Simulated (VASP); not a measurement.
# InAs (Fm-3m) in VASP: single point with PBEsol

Aim: the single point of InAs with PBEsol.

Everything below comes from runs of VASP 6.6.1. Logs are shortened: lines on timing, memory, paths and dates and some standing lists are left out, and cuts for length are marked.

## 1. The cell of the first run

The structure is cubic, space group Fm-3m (No. 225). Conventional cell: a = 5.755 Å, b = 5.755 Å, c = 5.755 Å, α = 90.00°, β = 90.00°, γ = 90.00°. Within 3.8 Å of In (site symmetry m-3m) lie 6 As at 2.88 Å. As (site symmetry m-3m) has 6 In at 2.88 Å within 3.8 Å.

## 2. Single point, PBEsol

INCAR reads:

```
PREC = Accurate ; ENCUT = 500
EDIFF = 1E-6 ; ISMEAR = -1
SIGMA = 0.1 ; LREAL = False
LASPH = True ; NELM = 120
ALGO = Normal ; ISIF = 2
LWAVE = False ; LCHARG = True
GGA = PS ; LELF = True
LVHAR = True ; NBANDS = 16
GGA_COMPAT = False
```

KPOINTS reads:

```
regular mesh
0
Gamma
  4 4 4
```

POSCAR reads:

```
InAs
1.0
    0.0000000000      2.8773040000      2.8773040000
    2.8773040000      0.0000000000      2.8773040000
    2.8773040000      2.8773040000      0.0000000000
In As
1 1
Direct
    0.5000000000      0.5000000000      0.5000000000
    0.0000000000      0.0000000000      0.0000000000
```

Potentials or basis: VASP PAW PBE potentials, release 64 (In_d, As).

On the command line:

```
$ cat potpaw_PBE.64/In_d/POTCAR potpaw_PBE.64/As/POTCAR > POTCAR
$ mpirun -np 1 vasp_std > vasp.out
```

OUTCAR:

```text
PREC = Accurate
   ENCUT = 500
   EDIFF = 1E-6
   ISMEAR = -1
   LREAL = False
   LASPH = True
   NELM = 120
   ISIF = 2
   GGA = PS

 ion  position               nearest neighbor table
   1  0.500  0.500  0.500-   2 2.88   2 2.88   2 2.88   2 2.88   2 2.88   2 2.88
   2  0.000  0.000  0.000-   1 2.88   1 2.88   1 2.88   1 2.88   1 2.88   1 2.88

  LATTYP: Found a face centered cubic cell.
 ALAT       =     5.7546080000

  Lattice vectors:

 A1 = (   0.0000000000,   2.8773040000,   2.8773040000)
 A2 = (   2.8773040000,   0.0000000000,   2.8773040000)
 A3 = (   2.8773040000,   2.8773040000,   0.0000000000)

Analysis of symmetry for initial positions (statically):
=====================================================================
 Subroutine PRICEL returns:
 Original cell was already a primitive cell.

 Routine SETGRP: Setting up the symmetry group for a
 face centered cubic supercell.

 Subroutine GETGRP returns: Found 48 space group operations
 (whereof 48 operations were pure point group operations)
 out of a pool of 48 trial point group operations.

The static configuration has the point symmetry O_h .

Analysis of symmetry for dynamics (positions and initial velocities):
=====================================================================
 Subroutine PRICEL returns:
 Original cell was already a primitive cell.

 Routine SETGRP: Setting up the symmetry group for a
 face centered cubic supercell.

 Subroutine GETGRP returns: Found 48 space group operations
 (whereof 48 operations were pure point group operations)
 out of a pool of 48 trial point group operations.

The dynamic configuration has the point symmetry O_h .

 Subroutine INISYM returns: Found 48 space group operations
 (whereof 48 operations are pure point group operations),
 and found     1 'primitive' translations

----------------------------------------------------------------------------------------

                                     Primitive cell

  volume of cell :      47.6417

  direct lattice vectors                    reciprocal lattice vectors
     0.000000000  2.877304000  2.877304000    -0.173773783  0.173773783  0.173773783
     2.877304000  0.000000000  2.877304000     0.173773783 -0.173773783  0.173773783
     2.877304000  2.877304000  0.000000000     0.173773783  0.173773783 -0.173773783

  length of vectors
     4.069122340  4.069122340  4.069122340     0.300985021  0.300985021  0.300985021
[... 62 lines left out ...]
   ENCUT  =  500.0 eV  36.75 Ry    6.06 a.u.   7.42  7.42  7.42*2*pi/ulx,y,z
   NELM   =    120;   NELMIN=  2; NELMDL= -5     # of ELM steps
   EDIFF  = 0.1E-05   stopping-criterion for ELM
   LREAL  =      F    real-space projection
   EDIFFG = 0.1E-04   stopping-criterion for IOM
   NSW    =      0    number of steps for IOM
   IBRION =     -1    ionic relax: 0-MD 1-quasi-New 2-CG
   NFREE  =      0    steps in history (QN), initial steepest desc. (CG)
   ISIF   =      2    stress and relaxation
   ISYM   =      2    0-nonsym 1-usesym 2-fastsym
   POTIM  = 0.5000    time-step for ionic-motion
   TEBEG  =    0.0;   TEEND  =   0.0 temperature during run
   PSTRESS=    0.0 pullay stress
   NELECT =      18.0000    total number of electrons
   NUPDOWN=      -1.0000    fix difference up-down
   EMIN   =  10.00;   EMAX   =-10.00  energy-range for DOS
   EFERMI =   0.00;   METHOD = LEGACY
   ISMEAR =    -1;   SIGMA  =   0.10  broadening in eV -4-tet -1-fermi 0-gaus
   EFERMI_NEDOS =   21; number of points for ismear=-14 and -15
   IALGO  =     38    algorithm
   IMIX   =      4    mixing-type and parameters
     AMIX     =   0.40;   BMIX     =  1.00
     AMIX_MAG =   1.60;   BMIX_MAG =  1.00
  volume/ion in A,a.u.               =      23.82       160.75
  Fermi-wavevector in a.u.,A,eV,Ry     =   1.183505  2.236499 19.057448  1.400683
  Thomas-Fermi vector in A             =   2.319738
   LORBIT       =      0    0 simple, 1 ext, 2 COOP (PROOUT), +10 PAW based schemes
   GGA     = PS    functional components
   LHFCALC =     F    Hartree Fock is set to
   AEXX    =    0.0000 exact exchange contribution
   IVDW    =     0    specifies the selected vdW correction
   LEPSILON=     F    determine dielectric tensor
   LRPA    =     F    only Hartree local field effects (RPA)
 non-spin polarized calculation
  energy-cutoff  :      500.00
  volume of cell :       47.64
 maximum number of plane-waves:      1243
 NGX is ok and might be reduce to    30
   NGX = 15   NGY = 15   NGZ = 15

 number of electron      18.0000002 magnetization

 Free energy of the ion-electron system (eV)
  ---------------------------------------------------
  ext. energy  EPLUGINS =         0.00000000
  ---------------------------------------------------
  free energy    TOTEN  =        -7.89172136 eV

  energy without entropy =       -7.79139570  energy(sigma->0) =       -7.84155853

 E-fermi :   5.9317     XC(G=0): -10.2367

 val. band max:        5.7720860632   @ k =   0.2500   0.0000   0.0000
 cond. band min:       6.0262246456   @ k =   0.5000   0.2500   0.0000
 fundamental gap:      0.2541385824
 Fermi energy:         5.9317416007

 k-point     1 :       0.0000    0.0000    0.0000
  band No.  band energies     occupation
      1      -8.4987      2.00000
      2      -8.4987      2.00000
      3      -8.4807      2.00000
      4      -8.4807      2.00000
      5      -8.4807      2.00000
      6      -6.2772      2.00000
[... 129 lines left out ...]
      3      -8.4631      2.00000
      4      -8.4631      2.00000
      5      -8.4010      2.00000
      6      -3.6827      2.00000
[... 8 lines left out ...]
     15      16.3454      0.00000
     16      20.1086      0.00000

------------------------ aborting loop because EDIFF is reached ----------------------------------------

  FORCE on cell =-STRESS in cart. coord.  units (eV):
  Direction    XX          YY          ZZ          XY          YZ          ZX
  --------------------------------------------------------------------------------------
  -------------------------------------------------------------------------------------
  Total       -0.5588557     -0.5588557     -0.5588557     -0.0000000      0.0000000     -0.0000000
  in kB      -18.7941640    -18.7941640    -18.7941640     -0.0000000      0.0000000     -0.0000000
  external PRESSURE =     -18.7941640 kB  Pullay stress =       0.0000000 kB

 VOLUME and BASIS-vectors are now :
 -----------------------------------------------------------------------------
  energy-cutoff  :      500.00
  volume of cell :       47.64
      direct lattice vectors                 reciprocal lattice vectors
     0.000000000  2.877304000  2.877304000    -0.173773783  0.173773783  0.173773783
     2.877304000  0.000000000  2.877304000     0.173773783 -0.173773783  0.173773783
     2.877304000  2.877304000  0.000000000     0.173773783  0.173773783 -0.173773783

 POSITION                                       TOTAL-FORCE (eV/Angst)
 -----------------------------------------------------------------------------------
      2.87730      2.87730      2.87730         0.000000     -0.000000     -0.000000
      0.00000      0.00000      0.00000        -0.000000      0.000000      0.000000
 -----------------------------------------------------------------------------------
    total drift:                                0.000000      0.000000      0.000000

  FREE ENERGIE OF THE ION-ELECTRON SYSTEM (eV)
  ---------------------------------------------------
  free  energy   TOTEN  =        -7.8917213592 eV

  energy  without entropy=       -7.7913956982  energy(sigma->0) =       -7.84155853
```

OSZICAR:

```text
N       E                     dE             d eps       ncg     rms          rms(c)
DAV:   1     0.974396558191E+02    0.97440E+02   -0.88825E+03   256   0.126E+03
DAV:   2    -0.218211126358E+01   -0.99622E+02   -0.94470E+02   280   0.287E+02
DAV:   3    -0.803179068022E+01   -0.58497E+01   -0.57852E+01   352   0.676E+01
DAV:   4    -0.814898321170E+01   -0.11719E+00   -0.11716E+00   288   0.982E+00
DAV:   5    -0.815460967856E+01   -0.56265E-02   -0.56264E-02   392   0.200E+00    0.366E+00
DAV:   6    -0.789953000037E+01    0.25508E+00   -0.42669E-01   352   0.113E+01    0.189E+00
DAV:   7    -0.789331393184E+01    0.62161E-02   -0.42396E-02   368   0.170E+00    0.733E-01
DAV:   8    -0.789186629677E+01    0.14476E-02   -0.38700E-03   352   0.799E-01    0.127E-01
DAV:   9    -0.789175498000E+01    0.11132E-03   -0.94131E-04   384   0.476E-01    0.778E-02
DAV:  10    -0.789172016070E+01    0.34819E-04   -0.80619E-05   384   0.126E-01    0.431E-02
DAV:  11    -0.789172160465E+01   -0.14440E-05   -0.17051E-05   368   0.415E-02    0.118E-02
DAV:  12    -0.789172135921E+01    0.24543E-06   -0.31207E-06   312   0.163E-02
   1 F= -.78917214E+01 E0= -.78415585E+01  d E =-.100326E+00
```

It took 19 s on 1 thread of Intel Xeon 8259CL, shared host; peak memory 0.16 GiB.

What came out:

```yaml
Free_energy: -7.8917 eV
Pressure: -1.9 GPa
Band_gap_on_the_k_mesh: zero (band 9 reaches 6.04 eV, above the bottom of band 10 at 3.58 eV)
```

Caveat: the k points lie up to 0.47 Å⁻¹ apart; the PAW data sets were made with another functional, which shifts forces and pressure a little; spin-orbit coupling is left out, which moves the levels of the heavy elements.
